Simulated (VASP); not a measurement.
# MoS2 (R3m) in VASP: single point with PBE

Aim: the single point of MoS2 with PBE.

All numbers are computed with VASP 6.6.1; they aren't measurements. Logs are shortened: lines on timing, memory, paths and dates and some standing lists are left out, and cuts for length are marked.

### 1 The cell of the first run

The structure is trigonal, space group R3m (No. 160). Conventional cell: a = 3.185 Å, b = 3.185 Å, c = 22.315 Å, α = 90.00°, β = 90.00°, γ = 120.00°. Within 3.2 Å of Mo (site symmetry 3m) lie 6 S at 2.41 Å and 6 Mo at 3.19 Å. S (site symmetry 3m) has 3 Mo at 2.41 Å and 7 S at 3.13 to 3.19 Å within 3.2 Å. Within 3.2 Å of S (site symmetry 3m) lie 3 Mo at 2.41 Å and 7 S at 3.13 to 3.19 Å.

### 2 Single point, PBE

INCAR reads:

```
PREC     = Accurate       # precision mode
ENCUT    = 520            # plane-wave cutoff, eV
EDIFF    = 1E-7           # SCF threshold, eV
ISMEAR   = 0              # smearing method
SIGMA    = 0.02           # smearing width, eV
LREAL    = F              # projectors in reciprocal space
LASPH    = T              # aspherical terms in the spheres
NELM     = 100            # most SCF steps
ALGO     = Normal         # electronic algorithm
ISIF     = 2              # what is computed and relaxed
LWAVE    = F              # write WAVECAR
LCHARG   = T              # write CHGCAR
GGA      = PE             # functional
LELF     = T              # ELF
LVHAR    = T            
NBANDS   = 20             # bands
```

KPOINTS reads:

```
regular mesh
0
Gamma
  12 12 12
```

POSCAR reads:

```
MoS2
1.0
    1.5925863654      0.9194801667      7.4382773520
   -1.5925863654      0.9194801667      7.4382773520
    0.0000000000     -1.8389603335      7.4382773520
Mo S
1 2
Direct
    0.9997781066      0.9997781066      0.9997781066
    0.4031336052      0.4031336052      0.4031336052
    0.2630892882      0.2630892882      0.2630892882
```

Potentials or basis: VASP PAW PBE potentials, release 64 (Mo_sv, S).

On the command line:

```console
$ cat potpaw_PBE.64/Mo_sv/POTCAR potpaw_PBE.64/S/POTCAR > POTCAR
$ mpirun -np 1 vasp_std > vasp.out
```

OUTCAR:

```text
PREC = Accurate
   ENCUT = 520
   EDIFF = 1E-7
   ISMEAR = 0
   LREAL = F
   LASPH = T
   NELM = 100
   ISIF = 2
   GGA = PE

 ion  position               nearest neighbor table
   1  1.000  1.000  1.000-   3 2.41   3 2.41   3 2.41   2 2.41   2 2.41   2 2.41
   2  0.403  0.403  0.403-   1 2.41   1 2.41   1 2.41
   3  0.263  0.263  0.263-   1 2.41   1 2.41   1 2.41

  LATTYP: Found a trigonal (rhomboedric) cell.
 ALAT       =     7.6622284665
 COS(alpha) =     0.9135976037

  Lattice vectors:

 A1 = (   1.5925863654,   0.9194801667,   7.4382773520)
 A2 = (  -1.5925863654,   0.9194801667,   7.4382773520)
 A3 = (   0.0000000000,  -1.8389603335,   7.4382773520)

Analysis of symmetry for initial positions (statically):
=====================================================================
 Subroutine PRICEL returns:
 Original cell was already a primitive cell.

 Routine SETGRP: Setting up the symmetry group for a
 trigonal (rhombohedral) supercell.

 Subroutine GETGRP returns: Found  6 space group operations
 (whereof  6 operations were pure point group operations)
 out of a pool of 12 trial point group operations.

The static configuration has the point symmetry C_3v.

Analysis of symmetry for dynamics (positions and initial velocities):
=====================================================================
 Subroutine PRICEL returns:
 Original cell was already a primitive cell.

 Routine SETGRP: Setting up the symmetry group for a
 trigonal (rhombohedral) supercell.

 Subroutine GETGRP returns: Found  6 space group operations
 (whereof  6 operations were pure point group operations)
 out of a pool of 12 trial point group operations.

The dynamic configuration has the point symmetry C_3v.

 Subroutine INISYM returns: Found  6 space group operations
 (whereof  6 operations are pure point group operations),
 and found     1 'primitive' translations

----------------------------------------------------------------------------------------

                                     Primitive cell

  volume of cell :      65.3535

  direct lattice vectors                    reciprocal lattice vectors
[... 81 lines left out ...]
   ISTART =      0    job   : 0-new  1-cont  2-samecut
   ICHARG =      2    charge: 1-file 2-atom 10-const
   ISPIN  =      1    spin polarized calculation?
   LNONCOLLINEAR =      F non collinear calculations
   LSORBIT =      F    spin-orbit coupling
   LASPH  =      T    aspherical Exc in radial PAW
   ENCUT  =  520.0 eV  38.22 Ry    6.18 a.u.  14.25 14.25 14.25*2*pi/ulx,y,z
   NELM   =    100;   NELMIN=  2; NELMDL= -5     # of ELM steps
   EDIFF  = 0.1E-06   stopping-criterion for ELM
   LREAL  =      F    real-space projection
   EDIFFG = 0.1E-05   stopping-criterion for IOM
   NSW    =      0    number of steps for IOM
   IBRION =     -1    ionic relax: 0-MD 1-quasi-New 2-CG
   NFREE  =      0    steps in history (QN), initial steepest desc. (CG)
   ISIF   =      2    stress and relaxation
   ISYM   =      2    0-nonsym 1-usesym 2-fastsym
   POTIM  = 0.5000    time-step for ionic-motion
   TEBEG  =    0.0;   TEEND  =   0.0 temperature during run
   PSTRESS=    0.0 pullay stress
   NELECT =      26.0000    total number of electrons
   NUPDOWN=      -1.0000    fix difference up-down
   EMIN   =  10.00;   EMAX   =-10.00  energy-range for DOS
   EFERMI =   0.00;   METHOD = LEGACY
   ISMEAR =     0;   SIGMA  =   0.02  broadening in eV -4-tet -1-fermi 0-gaus
   EFERMI_NEDOS =   21; number of points for ismear=-14 and -15
   IALGO  =     38    algorithm
   IMIX   =      4    mixing-type and parameters
     AMIX     =   0.40;   BMIX     =  1.00
     AMIX_MAG =   1.60;   BMIX_MAG =  1.00
  volume/ion in A,a.u.               =      21.78       147.01
  Fermi-wavevector in a.u.,A,eV,Ry     =   1.204046  2.275316 19.724719  1.449726
  Thomas-Fermi vector in A             =   2.339782
   LORBIT       =      0    0 simple, 1 ext, 2 COOP (PROOUT), +10 PAW based schemes
   GGA     = PE    functional components
   LHFCALC =     F    Hartree Fock is set to
   AEXX    =    0.0000 exact exchange contribution
   IVDW    =     0    specifies the selected vdW correction
   LEPSILON=     F    determine dielectric tensor
   LRPA    =     F    only Hartree local field effects (RPA)
 non-spin polarized calculation
 Gauss-broadening in eV      SIGMA  =   0.02
  energy-cutoff  :      520.00
  volume of cell :       65.35
 maximum number of plane-waves:      1776
 NGX is ok and might be reduce to    60
   NGX = 29   NGY = 29   NGZ = 29

 number of electron      26.0000001 magnetization

 Free energy of the ion-electron system (eV)
  ---------------------------------------------------
  ext. energy  EPLUGINS =         0.00000000
  ---------------------------------------------------
  free energy    TOTEN  =       -21.85758751 eV

  energy without entropy =      -21.85758751  energy(sigma->0) =      -21.85758751

 E-fermi :   4.9694     XC(G=0):  -9.4071

 val. band max:        4.7325807089   @ k =   0.5000   0.5000   0.5000
 cond. band min:       6.1971811219   @ k =  -0.3333   0.3333   0.0000
 fundamental gap:      1.4646004130
 Fermi energy:         4.9693807971

 k-point     1 :       0.0000    0.0000    0.0000
  band No.  band energies     occupation
      1     -56.3356      2.00000
      2     -30.4731      2.00000
      3     -30.2714      2.00000
      4     -30.2714      2.00000
      5      -9.5387      2.00000
      6      -8.2149      2.00000
[... 541 lines left out ...]
     19      13.4334      0.00000
     20      13.8465      0.00000

 [... further k-points ...]

------------------------ aborting loop because EDIFF is reached ----------------------------------------

  FORCE on cell =-STRESS in cart. coord.  units (eV):
  Direction    XX          YY          ZZ          XY          YZ          ZX
  --------------------------------------------------------------------------------------
  -------------------------------------------------------------------------------------
  Total       -0.0386177     -0.0386177     -0.0556597      0.0000000      0.0000000      0.0000000
  in kB       -0.9467329     -0.9467329     -1.3645291      0.0000000      0.0000000      0.0000000
  external PRESSURE =      -1.0859983 kB  Pullay stress =       0.0000000 kB

 VOLUME and BASIS-vectors are now :
 -----------------------------------------------------------------------------
  energy-cutoff  :      520.00
  volume of cell :       65.35
      direct lattice vectors                 reciprocal lattice vectors
     1.592586365  0.919480167  7.438277352     0.313954716  0.181261840  0.044813243
    -1.592586365  0.919480167  7.438277352    -0.313954716  0.181261840  0.044813243
     0.000000000 -1.838960333  7.438277352     0.000000000 -0.362523680  0.044813243

 POSITION                                       TOTAL-FORCE (eV/Angst)
 -----------------------------------------------------------------------------------
      0.00000     -0.00000     22.30988         0.000000      0.000000     -0.000297
      0.00000     -0.00000      8.99586         0.000000      0.000000     -0.011028
      0.00000     -0.00000      5.87079         0.000000     -0.000000      0.011324
 -----------------------------------------------------------------------------------
    total drift:                                0.000000     -0.000000      0.000112

  FREE ENERGIE OF THE ION-ELECTRON SYSTEM (eV)
  ---------------------------------------------------
  free  energy   TOTEN  =       -21.8575875084 eV

  energy  without entropy=      -21.8575875084  energy(sigma->0) =      -21.85758751
```

OSZICAR:

```text
N       E                     dE             d eps       ncg     rms          rms(c)
DAV:   1     0.184596806437E+03    0.18460E+03   -0.13145E+04  7712   0.120E+03
DAV:   2    -0.151781916446E+02   -0.19977E+03   -0.19433E+03  9312   0.307E+02
DAV:   3    -0.232655537750E+02   -0.80874E+01   -0.79985E+01  9524   0.575E+01
DAV:   4    -0.233791822223E+02   -0.11363E+00   -0.11355E+00  9392   0.710E+00
DAV:   5    -0.233814142952E+02   -0.22321E-02   -0.22320E-02  9620   0.955E-01    0.235E+01
DAV:   6    -0.222737905744E+02    0.11076E+01   -0.11366E+01  8144   0.200E+01    0.879E+00
DAV:   7    -0.219744379531E+02    0.29935E+00   -0.42978E+00  7980   0.117E+01    0.572E+00
DAV:   8    -0.218585096251E+02    0.11593E+00   -0.59178E-01  8688   0.468E+00    0.159E+00
DAV:   9    -0.218587724063E+02   -0.26278E-03   -0.24497E-02  9000   0.954E-01    0.613E-01
DAV:  10    -0.218575414167E+02    0.12310E-02   -0.98924E-03  8620   0.658E-01    0.122E-01
DAV:  11    -0.218575603108E+02   -0.18894E-04   -0.60123E-04  8644   0.169E-01    0.601E-02
DAV:  12    -0.218575640849E+02   -0.37741E-05   -0.10123E-04  8792   0.647E-02    0.243E-02
DAV:  13    -0.218575858480E+02   -0.21763E-04   -0.65488E-05  8008   0.445E-02    0.240E-02
DAV:  14    -0.218575871985E+02   -0.13505E-05   -0.59069E-06  9204   0.158E-02    0.727E-03
DAV:  15    -0.218575875032E+02   -0.30476E-06   -0.55895E-07  8328   0.530E-03    0.390E-03
DAV:  16    -0.218575875084E+02   -0.51714E-08   -0.18087E-07  7204   0.291E-03
   1 F= -.21857588E+02 E0= -.21857588E+02  d E =-.857104E-66
```

Run time: 21 min. Hardware: 1 thread of AMD EPYC 7R13 (Zen 3), shared host; peak memory 0.59 GiB.

What came out:

```
Free energy            : -21.8576 eV
Pressure               : -0.1 GPa
Largest force          : 0.011 eV/Å
Band gap on the k mesh : 1.46 eV (least direct gap 1.68 eV)
```

Forces on the atoms (eV/Å):
```
Mo   0.000  0.000  0.000
S    0.000  0.000 -0.011
S    0.000  0.000  0.011
```

Levels at points of the mesh, in eV from the valence-band top:
```tsv
k point	band 11	band 12	band 13	band 14	band 15	band 16
(0.00, 0.00, 0.00)	-1.70	-1.68	-0.38	2.55	2.55	2.81
(0.50, 0.00, 0.00)	-2.03	-1.17	-0.85	2.04	2.53	3.74
(0.50, 0.50, 0.00)	-2.12	-1.18	-0.81	2.04	2.56	3.61
(0.50, 0.50, 0.50)	-1.70	-1.70	0.00	2.56	2.56	2.80
```
